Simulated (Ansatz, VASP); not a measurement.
**Al in VASP and in Ansatz**

```
CELL_PARAMETERS angstrom
2.72554 0.00000 0.00000
-1.36277 2.36039 0.00000
0.00000 0.00000 9.54157
ATOMIC_POSITIONS crystal
Al 0.00000 0.00000 0.00000
Al 0.33333 0.66667 0.25000
Al 0.00000 0.00000 0.50000
Al 0.66667 0.33333 0.75000
```

Alike in both runs: task single point; functional PBE; dispersion D3(BJ); k mesh 18 × 18 × 6; occupations gaussian, width 0.15 eV; no spin polarisation.

```csv
,VASP,Ansatz
version,VASP 6.6.1,Ansatz 0.2.0
potentials or method,"VASP PAW PBE potentials, release 64 (Al), cutoff 520 eV","scalar-relativistic, plane waves, PAW"
valence electrons in the cell,12,12
```

|  | VASP | Ansatz | Ansatz less VASP |
| --- | --- | --- | --- |
| gap on the k mesh at the Fermi level (eV) | none | none | - |
| pressure (GPa) | 3.6 | 3.6 | +0.03 |
| traceless stress, the component that is largest in VASP (GPa) | -4.29 | -4.29 | -0.007 |

A gap of «none» marks a metal or a gap that the smearing closes.
